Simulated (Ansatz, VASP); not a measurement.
## HgW: VASP beside Ansatz

```xyz
2
Lattice="3.2909 0.0000 0.0000 0.0000 3.2909 0.0000 0.0000 0.0000 3.2909" Properties=species:S:1:pos:R:3 pbc="T T T"
Hg    0.0000    0.0000    0.0000
W     1.6454    1.6454    1.6454
```

Alike in both runs: functional PBE; k mesh 6 × 6 × 6; occupations gaussian, width 0.1 eV; no spin polarisation.

Ansatz relaxed the structure, and its values are those at the end. VASP's run is a single point on that final structure, the one shown.

```csv
,VASP,Ansatz
version,VASP 6.6.1,Ansatz 0.2.0
potentials or method,"VASP PAW PBE potentials, release 64 (Hg, W_sv), cutoff 520 eV","scalar-relativistic, plane waves, PAW"
valence electrons in the cell,26,34
```

```tsv
	VASP	Ansatz	Ansatz less VASP
gap on the k mesh at the Fermi level (eV)	none	none	-
pressure (GPa)	1.3	-0.1	-1.35
```

A gap of «none» marks a metal or a gap that the smearing closes. With one functional, cell and mesh, what is left measures potentials, basis and numerics. VASP's potentials hold 26 valence electrons a cell and Ansatz's 34, so a difference there can come from the potentials and not from the codes.

Spin-orbit coupling is off throughout.
